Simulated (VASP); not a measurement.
# ScAs4 (P6/mmm) in VASP: a series of runs

The runs below take ScAs4 through single point, with PBE.

Program: VASP 6.6.1. These are calculated values, not measurements. Logs are shortened: lines on timing, memory, paths and dates and some standing lists are left out, and cuts for length are marked.

## Step 1: The cell of the first run

The structure is hexagonal, space group P6/mmm (No. 191). Conventional cell: a = 4.329 Å, b = 4.329 Å, c = 4.363 Å, α = 90.00°, β = 90.00°, γ = 120.00°. Within 2.9 Å of Sc (site symmetry 6/mmm) lie 8 As at 2.16 to 2.18 Å. As (site symmetry mmm) has 4 As at 2.16 Å and 2 Sc at 2.16 Å within 2.9 Å. Within 2.9 Å of As (site symmetry 6/mmm) lie 2 Sc at 2.18 Å.

The cell was generated, and may not be a known phase.

## Step 2: Single point, PBE

File INCAR:

```
PREC = Accurate ; ENCUT = 500
EDIFF = 1E-6 ; ISMEAR = 0
SIGMA = 0.1 ; LREAL = False
LASPH = True ; NELM = 120
ALGO = Normal ; ISIF = 2
LWAVE = False ; LCHARG = False
GGA = PE ; NBANDS = 24
GGA_COMPAT = False
```

File KPOINTS:

```
regular mesh
0
Gamma
  6 6 4
```

File POSCAR:

```
ScAs4
1.0
    4.3289511200      0.0000000000      0.0000000000
   -2.1644755600      3.7489816400      0.0000000000
    0.0000000000      0.0000000000      4.3634744000
Sc As
1 4
Direct
    0.0000000000      0.0000000000      0.5000000000
    0.5000000000      0.0000000000      0.5000000000
    0.0000000000      0.5000000000      0.5000000000
    0.5000000000      0.5000000000      0.5000000000
    0.0000000000      0.0000000000      0.0000000000
```

Potentials or basis: VASP PAW PBE potentials, release 64 (Sc_sv, As).

Run with:

```bash
$ cat potpaw_PBE.64/Sc_sv/POTCAR potpaw_PBE.64/As/POTCAR > POTCAR
$ mpirun -np 1 vasp_std > vasp.out
```

OUTCAR:

```text
PREC = Accurate
   ENCUT = 500
   EDIFF = 1E-6
   ISMEAR = 0
   LREAL = False
   LASPH = True
   NELM = 120
   ISIF = 2
   GGA = PE

 ion  position               nearest neighbor table
   1  0.000  0.000  0.500-   3 2.16   4 2.16   3 2.16   4 2.16   2 2.16   2 2.16   5 2.18   5 2.18

   2  0.500  0.000  0.500-   3 2.16   4 2.16   4 2.16   3 2.16   1 2.16   1 2.16
   3  0.000  0.500  0.500-   1 2.16   2 2.16   1 2.16   2 2.16   4 2.16   4 2.16
   4  0.500  0.500  0.500-   1 2.16   2 2.16   2 2.16   1 2.16   3 2.16   3 2.16
   5  0.000  0.000  0.000-   1 2.18   1 2.18

  LATTYP: Found a hexagonal cell.
 ALAT       =     4.3289511200
 C/A-ratio  =     1.0079749757

  Lattice vectors:

 A1 = (   4.3289511200,   0.0000000000,   0.0000000000)
 A2 = (  -2.1644755600,   3.7489816400,   0.0000000000)
 A3 = (   0.0000000000,   0.0000000000,   4.3634744000)

Analysis of symmetry for initial positions (statically):
=====================================================================
 Subroutine PRICEL returns:
 Original cell was already a primitive cell.

 Routine SETGRP: Setting up the symmetry group for a
 hexagonal supercell.

 Subroutine GETGRP returns: Found 24 space group operations
 (whereof 24 operations were pure point group operations)
 out of a pool of 24 trial point group operations.

The static configuration has the point symmetry D_6h.

Analysis of symmetry for dynamics (positions and initial velocities):
=====================================================================
 Subroutine PRICEL returns:
 Original cell was already a primitive cell.

 Routine SETGRP: Setting up the symmetry group for a
 hexagonal supercell.

 Subroutine GETGRP returns: Found 24 space group operations
 (whereof 24 operations were pure point group operations)
 out of a pool of 24 trial point group operations.

The dynamic configuration has the point symmetry D_6h.

 Subroutine INISYM returns: Found 24 space group operations
 (whereof 24 operations are pure point group operations),
 and found     1 'primitive' translations

----------------------------------------------------------------------------------------

                                     Primitive cell

  volume of cell :      70.8155

  direct lattice vectors                    reciprocal lattice vectors
     4.328951120  0.000000000  0.000000000     0.231002839  0.133369552  0.000000000
    -2.164475560  3.748981640  0.000000000     0.000000000  0.266739103  0.000000000
     0.000000000  0.000000000  4.363474400     0.000000000  0.000000000  0.229175173

  length of vectors
     4.328951120  4.328951119  4.363474400     0.266739103  0.266739103  0.229175173

  position of ions in fractional coordinates (direct lattice)
     0.000000000  0.000000000  0.500000000
     0.500000000  0.000000000  0.500000000
     0.000000000  0.500000000  0.500000000
     0.500000000  0.500000000  0.500000000
     0.000000000  0.000000000  0.000000000

  ion indices of the primitive-cell ions
   primitive index   ion index
                 1           1
                 2           2
                 3           3
                 4           4
                 5           5

----------------------------------------------------------------------------------------

 KPOINTS: regular mesh

Automatic generation of k-mesh.
 Grid dimensions read from file:
 generate k-points for:    6    6    4

 Generating k-lattice:

  Cartesian coordinates                     Fractional coordinates (reciprocal lattice)
     0.038500473  0.022228259  0.000000000     0.166666667  0.000000000  0.000000000
     0.000000000  0.044456517  0.000000000     0.000000000  0.166666667  0.000000000
     0.000000000  0.000000000  0.057293793     0.000000000  0.000000000  0.250000000

  Length of vectors
     0.044456517  0.044456517  0.057293793

  Shift w.r.t. Gamma in fractional coordinates (k-lattice)
     0.000000000  0.000000000  0.000000000

 Subroutine IBZKPT returns following result:
 ===========================================

 Found     21 irreducible k-points:

 Following reciprocal coordinates:
            Coordinates               Weight
  0.000000  0.000000  0.000000      1.000000
  0.166667  0.000000  0.000000      6.000000
  0.333333  0.000000  0.000000      6.000000
  0.500000 -0.000000  0.000000      3.000000
  0.166667  0.166667  0.000000      6.000000
  0.333333  0.166667  0.000000     12.000000
[... 13 lines left out ...]
  0.333333  0.166667  0.500000     12.000000
  0.333333  0.333333  0.500000      2.000000
   k-points           NKPTS =     21   k-points in BZ     NKDIM =     21   number of bands    NBANDS=     24
   number of dos      NEDOS =    301   number of ions     NIONS =      5
   total plane-waves  NPLWV =  32768
   dimension x,y,z NGX =    32 NGY =   32 NGZ =   32
   dimension x,y,z NGXF=    64 NGYF=   64 NGZF=   64
   ions per type =               1   4
   NGX,Y,Z   is equivalent  to a cutoff of  12.29, 12.29, 12.19 a.u.
   NGXF,Y,Z  is equivalent  to a cutoff of  24.58, 24.58, 24.38 a.u.
 SYSTEM =  unknown system
   PREC   = accura    normal or accurate (medium, high low for compatibility)
   ISTART =      0    job   : 0-new  1-cont  2-samecut
   ICHARG =      2    charge: 1-file 2-atom 10-const
   ISPIN  =      1    spin polarized calculation?
   LNONCOLLINEAR =      F non collinear calculations
   LSORBIT =      F    spin-orbit coupling
   LASPH  =      T    aspherical Exc in radial PAW
   ENCUT  =  500.0 eV  36.75 Ry    6.06 a.u.   7.89  7.89  7.96*2*pi/ulx,y,z
   NELM   =    120;   NELMIN=  2; NELMDL= -5     # of ELM steps
   EDIFF  = 0.1E-05   stopping-criterion for ELM
   LREAL  =      F    real-space projection
[... 7 lines left out ...]
   TEBEG  =    0.0;   TEEND  =   0.0 temperature during run
   PSTRESS=    0.0 pullay stress
   NELECT =      31.0000    total number of electrons
   NUPDOWN=      -1.0000    fix difference up-down
   EMIN   =  10.00;   EMAX   =-10.00  energy-range for DOS
   EFERMI =   0.00;   METHOD = LEGACY
   ISMEAR =     0;   SIGMA  =   0.10  broadening in eV -4-tet -1-fermi 0-gaus
   EFERMI_NEDOS =   21; number of points for ismear=-14 and -15
   IALGO  =     38    algorithm
   IMIX   =      4    mixing-type and parameters
     AMIX     =   0.40;   BMIX     =  1.00
     AMIX_MAG =   1.60;   BMIX_MAG =  1.00
  volume/ion in A,a.u.               =      14.16        95.58
  Fermi-wavevector in a.u.,A,eV,Ry     =   1.243042  2.349009 21.023100  1.545154
  Thomas-Fermi vector in A             =   2.377370
   LORBIT       =      0    0 simple, 1 ext, 2 COOP (PROOUT), +10 PAW based schemes
   GGA     = PE    functional components
   LHFCALC =     F    Hartree Fock is set to
   AEXX    =    0.0000 exact exchange contribution
   IVDW    =     0    specifies the selected vdW correction
   LEPSILON=     F    determine dielectric tensor
   LRPA    =     F    only Hartree local field effects (RPA)
 non-spin polarized calculation
 Gauss-broadening in eV      SIGMA  =   0.10
  energy-cutoff  :      500.00
  volume of cell :       70.82
 maximum number of plane-waves:      1818
 NGX is ok and might be reduce to    32
   NGX = 15   NGY = 15   NGZ = 15

 number of electron      30.9999997 magnetization

 Free energy of the ion-electron system (eV)
  ---------------------------------------------------
  ext. energy  EPLUGINS =         0.00000000
  ---------------------------------------------------
  free energy    TOTEN  =        -7.23189875 eV

  energy without entropy =       -7.22009142  energy(sigma->0) =       -7.22599508

 E-fermi :   9.3111     XC(G=0): -11.6100

 val. band max:        9.3080603143   @ k =   0.5000  -0.0000   0.0000
 cond. band min:       9.3117549396   @ k =   0.3333   0.3333   0.2500
 fundamental gap:      0.0036946254
 Fermi energy:         9.3111407040

 k-point     1 :       0.0000    0.0000    0.0000
  band No.  band energies     occupation
      1     -38.5317      2.00000
      2     -18.3288      2.00000
      3     -18.3288      2.00000
      4     -17.5931      2.00000
      5      -9.7961      2.00000
      6      -2.1499      2.00000
[... 16 lines left out ...]
     23      14.0173      0.00000
     24      14.2722      0.00000

 k-point     2 :       0.1667    0.0000    0.0000
  band No.  band energies     occupation
      1     -38.5340      2.00000
      2     -18.3757      2.00000
      3     -18.3303      2.00000
      4     -17.5873      2.00000
      5      -9.3948      2.00000
      6      -3.7883      2.00000
[... 16 lines left out ...]
     23      14.4100      0.00000
     24      15.7688      0.00000

 k-point     3 :       0.3333    0.0000    0.0000
  band No.  band energies     occupation
      1     -38.5385      2.00000
      2     -18.4641      2.00000
      3     -18.3334      2.00000
      4     -17.5757      2.00000
      5      -8.3349      2.00000
      6      -5.4931      2.00000
[... 16 lines left out ...]
     23      14.7358      0.00000
     24      16.1917      0.00000

 k-point     4 :       0.5000   -0.0000    0.0000
  band No.  band energies     occupation
      1     -38.5407      2.00000
      2     -18.5060      2.00000
      3     -18.3349      2.00000
      4     -17.5699      2.00000
      5      -7.0479      2.00000
      6      -6.8611      2.00000
[... 16 lines left out ...]
     23      14.4949      0.00000
     24      17.4102      0.00000

 k-point     5 :       0.1667    0.1667    0.0000
  band No.  band energies     occupation
      1     -38.5373      2.00000
      2     -18.4322      2.00000
      3     -18.3434      2.00000
      4     -17.5786      2.00000
      5      -8.6635      2.00000
      6      -4.9994      2.00000
[... 16 lines left out ...]
     23      14.9993      0.00000
     24      15.9233      0.00000

 k-point     6 :       0.3333    0.1667    0.0000
  band No.  band energies     occupation
      1     -38.5407      2.00000
      2     -18.4780      2.00000
      3     -18.3643      2.00000
      4     -17.5699      2.00000
      5      -7.4718      2.00000
      6      -6.1929      2.00000
[... 16 lines left out ...]
     23      15.0309      0.00000
     24      15.5613      0.00000
[... 298 lines left out ...]
 k-point    18 :       0.5000   -0.0000    0.5000
  band No.  band energies     occupation
      1     -38.5451      2.00000
      2     -18.4954      2.00000
      3     -18.3266      2.00000
      4     -17.6070      2.00000
      5      -6.9408      2.00000
      6      -6.7178      2.00000
[... 16 lines left out ...]
     23      15.4018      0.00000
     24      16.6555      0.00000

 k-point    19 :       0.1667    0.1667    0.5000
  band No.  band energies     occupation
      1     -38.5417      2.00000
      2     -18.4227      2.00000
      3     -18.3352      2.00000
      4     -17.6169      2.00000
      5      -8.5142      2.00000
      6      -4.9243      2.00000
[... 16 lines left out ...]
     23      16.4924      0.00000
     24      17.8149      0.00000

 k-point    20 :       0.3333    0.1667    0.5000
  band No.  band energies     occupation
      1     -38.5451      2.00000
      2     -18.4678      2.00000
      3     -18.3557      2.00000
      4     -17.6070      2.00000
      5      -7.3423      2.00000
      6      -6.0944      2.00000
[... 16 lines left out ...]
     23      16.7037      0.00000
     24      17.1601      0.00000

 k-point    21 :       0.3333    0.3333    0.5000
  band No.  band energies     occupation
      1     -38.5462      2.00000
      2     -18.4230      2.00000
      3     -18.4230      2.00000
      4     -17.6037      2.00000
      5      -6.5533      2.00000
      6      -6.5533      2.00000
[... 16 lines left out ...]
     23      17.6213      0.00000
     24      17.6213      0.00000

------------------------ aborting loop because EDIFF is reached ----------------------------------------

  FORCE on cell =-STRESS in cart. coord.  units (eV):
  Direction    XX          YY          ZZ          XY          YZ          ZX
  --------------------------------------------------------------------------------------
  -------------------------------------------------------------------------------------
  Total       74.3569938     74.3569937     31.5961910      0.0000000     -0.0000000      0.0000000
  in kB     1682.3020631   1682.3020616    714.8532314      0.0000000     -0.0000000      0.0000000
  external PRESSURE =    1359.8191187 kB  Pullay stress =       0.0000000 kB

 VOLUME and BASIS-vectors are now :
 -----------------------------------------------------------------------------
  energy-cutoff  :      500.00
  volume of cell :       70.82
      direct lattice vectors                 reciprocal lattice vectors
     4.328951120  0.000000000  0.000000000     0.231002839  0.133369552  0.000000000
    -2.164475560  3.748981640  0.000000000     0.000000000  0.266739103  0.000000000
     0.000000000  0.000000000  4.363474400     0.000000000  0.000000000  0.229175173

 POSITION                                       TOTAL-FORCE (eV/Angst)
 -----------------------------------------------------------------------------------
      0.00000      0.00000      2.18174         0.000000      0.000000      0.000000
      2.16448      0.00000      2.18174        -0.000000      0.000000      0.000000
     -1.08224      1.87449      2.18174        -0.000000      0.000000      0.000000
      1.08224      1.87449      2.18174         0.000000      0.000000      0.000000
      0.00000      0.00000      0.00000         0.000000      0.000000      0.000000
 -----------------------------------------------------------------------------------
    total drift:                                0.000000      0.000000     -0.000000

  FREE ENERGIE OF THE ION-ELECTRON SYSTEM (eV)
  ---------------------------------------------------
  free  energy   TOTEN  =        -7.2318987456 eV

  energy  without entropy=       -7.2200914241  energy(sigma->0) =       -7.22599508
```

Wall time 39 s (1 thread of Oxide Virtual Turin-like, shared host); peak memory 0.15 GiB.

Results:

```
Free energy            : -7.2319 eV
Pressure               : 136.0 GPa
Band gap on the k mesh : zero (an odd number of electrons rules out a gap without spin polarisation)
```

Stress tensor (GPa, compression positive):
```
168.23   0.00   0.00
  0.00 168.23   0.00
  0.00   0.00  71.49
```

Caveat: the stress differs along the axes, from 71 to 168 GPa; an odd number of electrons without spin polarisation forces a metal; a magnetic or distorted state may lie lower.

(Continued in part 2 of 2.)

The gap in the log of VASP goes by the Fermi energy; the results here count the filled bands.